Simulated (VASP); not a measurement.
The system is ZrOs.

```
Zr Os
1.0
     3.28223    0.00000    0.00000
     0.00000    3.28223    0.00000
     0.00000    0.00000    3.28223
Zr Os
1 1
Direct
  0.50000 0.50000 0.50000
  0.00000 0.00000 0.00000
```

| Quantity | Value |
| --- | --- |
| Program | VASP 6.6.1 |
| Task | relaxation of cell and atoms |
| Functional | LDA |
| Potentials or basis | VASP PAW LDA potentials, release 64 (Zr_sv, Os) |
| Cutoff | 600 eV |
| k mesh | 14 × 14 × 14 |
| Occupations | gaussian, width 0.1 eV |
| Spin | no spin polarisation |

At the start: pressure -10.6 GPa; volume 17.68 Å³/atom.

**Question.** How do energy, volume and symmetry change on relaxing?

**Answer.** Over 7 steps the energy falls by 29.2 meV/atom and the volume is 16.83 Å³/atom (-4.8 %); space group Pm-3m (No. 221, to 0.05 Å).

The path:
```csv
step,energy change (eV),largest force (eV/Å),pressure (GPa),volume (Å³)
1,0.0000,0.0000,-10.62,35.36
2,0.3722,0.0000,38.70,29.70
3,-0.0583,0.0000,-0.53,33.74
4,-0.0585,0.0000,-0.07,33.68
5,-0.0585,0.0000,0.16,33.64
6,-0.0584,0.0000,-0.33,33.71
7,-0.0585,0.0000,0.00,33.67
```

Final structure:
```
CELL_PARAMETERS angstrom
3.22901 0.00000 0.00000
0.00000 3.22901 0.00000
0.00000 0.00000 3.22901
ATOMIC_POSITIONS crystal
Zr 0.50000 0.50000 0.50000
Os 0.00000 0.00000 0.00000
```
